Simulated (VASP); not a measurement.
# Cl (C2/m) in VASP: single point with PBEsol

Aim: the single point of Cl with PBEsol.

Program: VASP 6.6.1. These are calculated values, not measurements. Logs are shortened: lines on timing, memory, paths and dates and some standing lists are left out, and cuts for length are marked.

## Step 1: The cell of the first run

The structure is monoclinic, space group C2/m (No. 12). Conventional cell: a = 4.419 Å, b = 6.190 Å, c = 8.914 Å, α = 90.00°, β = 90.06°, γ = 90.00°. Cl (site symmetry m) has 1 Cl at 1.88 Å within 2.5 Å. Cl (site symmetry m) has 3 Cl at 2.70 to 3.44 Å within 3.6 Å.

## Step 2: Single point, PBEsol (strained and its atoms moved)

INCAR

```
SYSTEM = Cl
PREC = Accurate
ENCUT = 520
EDIFF = 1E-6
ISMEAR = 0
SIGMA = 0.02
LREAL = .False.
LASPH = .True.
NELM = 100
ALGO = Normal
ISIF = 2
LWAVE = .False.
LCHARG = .False.
GGA = PS
NBANDS = 22
```

KPOINTS

```
regular mesh
0
Gamma
  8 8 4
  0 0 0
```

POSCAR

```
Cl
1.0
    3.0950400000     -2.2096032000     -0.0011648000
    3.0950400000      2.2096032000      0.0011648000
    0.0000000000      0.0042952000      8.9143572000
Cl
4
Direct
    0.1496850732      0.8503149268      0.0752975223
    0.6538879714      0.3461120286      0.3693399759
    0.8503149268      0.1496850732      0.9247024777
    0.3461120286      0.6538879714      0.6306600241
```

Potentials or basis: VASP PAW PBE potentials, release 64 (Cl).

Launch:

```
$ cat potpaw_PBE.64/Cl/POTCAR > POTCAR
$ mpirun -np 1 vasp_std > vasp.out
```

OUTCAR:

```text
SYSTEM = Cl
   PREC = Accurate
   ENCUT = 520
   EDIFF = 1E-6
   ISMEAR = 0
   LREAL = .False.
   LASPH = .True.
   NELM = 100
   ISIF = 2
   GGA = PS

 ion  position               nearest neighbor table
   1  0.150  0.850  0.075-   3 1.88
   2  0.654  0.346  0.369-
   3  0.850  0.150  0.925-   1 1.88
   4  0.346  0.654  0.631-

  LATTYP: Found a base centered monoclinic cell.
 ALAT       =     4.4192070140
 B/A-ratio  =     1.4007218898
 C/A-ratio  =     2.0171850304
 COS(beta)  =    -0.0010089827

  Lattice vectors:

 A1 = (  -3.0950400000,  -2.2096032000,  -0.0011648000)
 A2 = (   3.0950400000,  -2.2096032000,  -0.0011648000)
 A3 = (   0.0000000000,   0.0042952000,   8.9143572000)

Analysis of symmetry for initial positions (statically):
=====================================================================
 Subroutine PRICEL returns:
 Original cell was already a primitive cell.

 Routine SETGRP: Setting up the symmetry group for a
 base centered monoclinic supercell.

 Subroutine GETGRP returns: Found  4 space group operations
 (whereof  4 operations were pure point group operations)
 out of a pool of  4 trial point group operations.

The static configuration has the point symmetry C_2h.

Analysis of symmetry for dynamics (positions and initial velocities):
=====================================================================
 Subroutine PRICEL returns:
 Original cell was already a primitive cell.

 Routine SETGRP: Setting up the symmetry group for a
 base centered monoclinic supercell.

 Subroutine GETGRP returns: Found  4 space group operations
 (whereof  4 operations were pure point group operations)
 out of a pool of  4 trial point group operations.

The dynamic configuration has the point symmetry C_2h.

 Subroutine INISYM returns: Found  4 space group operations
 (whereof  4 operations are pure point group operations),
 and found     1 'primitive' translations

----------------------------------------------------------------------------------------

                                     Primitive cell

  volume of cell :     121.9272

  direct lattice vectors                    reciprocal lattice vectors
     3.095040000 -2.209603200 -0.001164800     0.161548801 -0.226285030  0.000109031
     3.095040000  2.209603200  0.001164800     0.161548801  0.226285030 -0.000109031
     0.000000000  0.004295200  8.914357200     0.000000000 -0.000059135  0.112178616

  length of vectors
     3.802843707  3.802843707  8.914358235     0.278034066  0.278034066  0.112178632

  position of ions in fractional coordinates (direct lattice)
     0.149685073  0.850314927  0.075297522
     0.653887971  0.346112029  0.369339976
     0.850314927  0.149685073  0.924702478
     0.346112029  0.653887971  0.630660024

  ion indices of the primitive-cell ions
   primitive index   ion index
                 1           1
                 2           2
                 3           3
                 4           4

----------------------------------------------------------------------------------------

 KPOINTS: regular mesh

Automatic generation of k-mesh.
 Grid dimensions read from file:
 generate k-points for:    8    8    4

 Generating k-lattice:

  Cartesian coordinates                     Fractional coordinates (reciprocal lattice)
     0.020193600 -0.028285629  0.000013629     0.125000000  0.000000000  0.000000000
     0.020193600  0.028285629 -0.000013629     0.000000000  0.125000000  0.000000000
     0.000000000 -0.000014784  0.028044654     0.000000000 -0.000000000  0.250000000

  Length of vectors
     0.034754258  0.034754258  0.028044658

  Shift w.r.t. Gamma in fractional coordinates (k-lattice)
     0.000000000  0.000000000  0.000000000

 Subroutine IBZKPT returns following result:
 ===========================================

 Found     78 irreducible k-points:

 Following reciprocal coordinates:
            Coordinates               Weight
  0.000000  0.000000  0.000000      1.000000
  0.125000  0.000000  0.000000      4.000000
  0.250000  0.000000  0.000000      4.000000
  0.375000  0.000000  0.000000      4.000000
  0.500000  0.000000  0.000000      2.000000
  0.125000  0.125000  0.000000      2.000000
[... 16 lines left out ...]
  0.125000  0.000000  0.250000      4.000000
  0.250000  0.000000  0.250000      4.000000
 [... further k-points ...]
   k-points           NKPTS =     78   k-points in BZ     NKDIM =     78   number of bands    NBANDS=     22
   number of dos      NEDOS =    301   number of ions     NIONS =      4
   total plane-waves  NPLWV =  54880
   dimension x,y,z NGX =    28 NGY =   28 NGZ =   70
   dimension x,y,z NGXF=    56 NGYF=   56 NGZF=  140
   ions per type =               4
   NGX,Y,Z   is equivalent  to a cutoff of  12.24, 12.24, 13.05 a.u.
   NGXF,Y,Z  is equivalent  to a cutoff of  24.48, 24.48, 26.11 a.u.
 SYSTEM =  Cl
   PREC   = accura    normal or accurate (medium, high low for compatibility)
   ISTART =      0    job   : 0-new  1-cont  2-samecut
   ICHARG =      2    charge: 1-file 2-atom 10-const
   ISPIN  =      1    spin polarized calculation?
   LNONCOLLINEAR =      F non collinear calculations
   LSORBIT =      F    spin-orbit coupling
   LASPH  =      T    aspherical Exc in radial PAW
   ENCUT  =  520.0 eV  38.22 Ry    6.18 a.u.   7.07  7.07 16.57*2*pi/ulx,y,z
   NELM   =    100;   NELMIN=  2; NELMDL= -5     # of ELM steps
   EDIFF  = 0.1E-05   stopping-criterion for ELM
   LREAL  =      F    real-space projection
   EDIFFG = 0.1E-04   stopping-criterion for IOM
   NSW    =      0    number of steps for IOM
   IBRION =     -1    ionic relax: 0-MD 1-quasi-New 2-CG
   NFREE  =      0    steps in history (QN), initial steepest desc. (CG)
   ISIF   =      2    stress and relaxation
   ISYM   =      2    0-nonsym 1-usesym 2-fastsym
   POTIM  = 0.5000    time-step for ionic-motion
   TEBEG  =    0.0;   TEEND  =   0.0 temperature during run
   PSTRESS=    0.0 pullay stress
   NELECT =      28.0000    total number of electrons
   NUPDOWN=      -1.0000    fix difference up-down
   EMIN   =  10.00;   EMAX   =-10.00  energy-range for DOS
   EFERMI =   0.00;   METHOD = LEGACY
   ISMEAR =     0;   SIGMA  =   0.02  broadening in eV -4-tet -1-fermi 0-gaus
   EFERMI_NEDOS =   21; number of points for ismear=-14 and -15
   IALGO  =     38    algorithm
   IMIX   =      4    mixing-type and parameters
     AMIX     =   0.40;   BMIX     =  1.00
     AMIX_MAG =   1.60;   BMIX_MAG =  1.00
  volume/ion in A,a.u.               =      30.48       205.70
  Fermi-wavevector in a.u.,A,eV,Ry     =   1.002522  1.894492 13.674547  1.005051
  Thomas-Fermi vector in A             =   2.135015
   LORBIT       =      0    0 simple, 1 ext, 2 COOP (PROOUT), +10 PAW based schemes
   GGA     = PS    functional components
   LHFCALC =     F    Hartree Fock is set to
   AEXX    =    0.0000 exact exchange contribution
   IVDW    =     0    specifies the selected vdW correction
   LEPSILON=     F    determine dielectric tensor
   LRPA    =     F    only Hartree local field effects (RPA)
 non-spin polarized calculation
 Gauss-broadening in eV      SIGMA  =   0.02
  energy-cutoff  :      520.00
  volume of cell :      121.93
 maximum number of plane-waves:      3311
   NGX = 15   NGY = 15   NGZ = 33

 number of electron      27.9999993 magnetization

 Free energy of the ion-electron system (eV)
  ---------------------------------------------------
  ext. energy  EPLUGINS =         0.00000000
  ---------------------------------------------------
  free energy    TOTEN  =        -6.14491792 eV

  energy without entropy =       -6.14487504  energy(sigma->0) =       -6.14489648

 E-fermi :  -0.9207     XC(G=0):  -7.7972

 val. band max:       -0.9486078572   @ k =   0.0000   0.0000   0.0000
 cond. band min:      -0.8968770840   @ k =   0.5000   0.5000   0.5000
 fundamental gap:      0.0517307732
 Fermi energy:        -0.9207308757

 k-point     1 :       0.0000    0.0000    0.0000
  band No.  band energies     occupation
      1     -19.3131      2.00000
      2     -14.6288      2.00000
      3     -13.8823      2.00000
      4     -13.4629      2.00000
      5      -7.0441      2.00000
      6      -4.8728      2.00000
[... 14 lines left out ...]
     21       8.7561      0.00000
     22       9.6439      0.00000

 k-point     2 :       0.1250    0.0000    0.0000
  band No.  band energies     occupation
      1     -19.2869      2.00000
      2     -14.6014      2.00000
      3     -13.8710      2.00000
      4     -13.4925      2.00000
      5      -7.0415      2.00000
      6      -4.9986      2.00000
[... 14 lines left out ...]
     21       8.7879      0.00000
     22       9.4831      0.00000

 k-point     3 :       0.2500    0.0000    0.0000
  band No.  band energies     occupation
      1     -19.2220      2.00000
      2     -14.5329      2.00000
      3     -13.8472      2.00000
      4     -13.5652      2.00000
      5      -7.0141      2.00000
      6      -5.3510      2.00000
[... 14 lines left out ...]
     21       8.9753      0.00000
     22       9.6767      0.00000

 k-point     4 :       0.3750    0.0000    0.0000
  band No.  band energies     occupation
      1     -19.1546      2.00000
      2     -14.4606      2.00000
      3     -13.8329      2.00000
      4     -13.6355      2.00000
      5      -6.9390      2.00000
      6      -5.7403      2.00000
[... 14 lines left out ...]
     21       9.2358      0.00000
     22      10.0275      0.00000

 k-point     5 :       0.5000    0.0000    0.0000
  band No.  band energies     occupation
      1     -19.1260      2.00000
      2     -14.4294      2.00000
      3     -13.8329      2.00000
      4     -13.6609      2.00000
      5      -6.8808      2.00000
      6      -5.9214      2.00000
[... 417 lines left out ...]
 k-point    22 :       0.0000   -0.0000    0.2500
  band No.  band energies     occupation
      1     -19.3130      2.00000
      2     -14.6445      2.00000
      3     -13.8183      2.00000
      4     -13.5128      2.00000
      5      -7.0357      2.00000
      6      -4.9276      2.00000
[... 14 lines left out ...]
     21       8.7071      0.00000
     22       9.5543      0.00000

 k-point    23 :       0.1250    0.0000    0.2500
  band No.  band energies     occupation
      1     -19.2868      2.00000
      2     -14.6165      2.00000
      3     -13.8031      2.00000
      4     -13.5471      2.00000
      5      -7.0309      2.00000
      6      -5.0158      2.00000
[... 14 lines left out ...]
     21       8.7845      0.00000
     22       9.4176      0.00000

 k-point    24 :       0.2500    0.0000    0.2500
  band No.  band energies     occupation
      1     -19.2220      2.00000
      2     -14.5437      2.00000
      3     -13.7866      2.00000
      4     -13.6163      2.00000
      5      -7.0060      2.00000
      6      -5.3309      2.00000
[... 14 lines left out ...]
     21       9.1222      0.00000
     22       9.4501      0.00000

 [... further k-points ...]
[... 5 lines left out ...]
  --------------------------------------------------------------------------------------
  -------------------------------------------------------------------------------------
  Total        0.2853429     -0.3016391     -3.9415725      0.0000000     -5.1401226      0.0000000
  in kB        3.7495325     -3.9636727    -51.7940212      0.0000000    -67.5435034      0.0000000
  external PRESSURE =     -17.3360538 kB  Pullay stress =       0.0000000 kB

 VOLUME and BASIS-vectors are now :
 -----------------------------------------------------------------------------
  energy-cutoff  :      520.00
  volume of cell :      121.93
      direct lattice vectors                 reciprocal lattice vectors
     3.095040000 -2.209603200 -0.001164800     0.161548801 -0.226285030  0.000109031
     3.095040000  2.209603200  0.001164800     0.161548801  0.226285030 -0.000109031
     0.000000000  0.004295200  8.914357200     0.000000000 -0.000059135  0.112178616

 POSITION                                       TOTAL-FORCE (eV/Angst)
 -----------------------------------------------------------------------------------
      3.09504      1.54844      0.67205         0.000000     -1.294355      2.110372
      3.09504     -0.67848      3.29207         0.000000      1.021674      1.871065
      3.09504     -1.54414      8.24231         0.000000      1.294355     -2.110372
      3.09504      0.68277      5.62229         0.000000     -1.021674     -1.871065
 -----------------------------------------------------------------------------------
    total drift:                                0.000000      0.000000     -0.000000

  FREE ENERGIE OF THE ION-ELECTRON SYSTEM (eV)
  ---------------------------------------------------
  free  energy   TOTEN  =        -6.1449179223 eV

  energy  without entropy=       -6.1448750414  energy(sigma->0) =       -6.14489648
```

Wall time 2.7 min (1 thread of Intel Xeon Platinum 8259CL at 2.50GHz (Skylake/Cascade Lake), shared host); peak memory 0.3 GiB.

What came out:

```yaml
Free_energy: -6.1449 eV
Pressure: -1.7 GPa
Largest_force: 2.476 eV/Å
Band_gap_on_the_k_mesh: 0.05 eV, indirect (least direct gap 0.14 eV)
```

Forces on the atoms (eV/Å):
```
Cl   0.000 -1.294  2.110
Cl   0.000  1.022  1.871
Cl   0.000  1.294 -2.110
Cl   0.000 -1.022 -1.871
```

Caveat: the cell differs from its parent crystal (strained and its atoms moved); the PAW data sets were made with another functional, which shifts forces and pressure a little. A k mesh can miss the band edges.
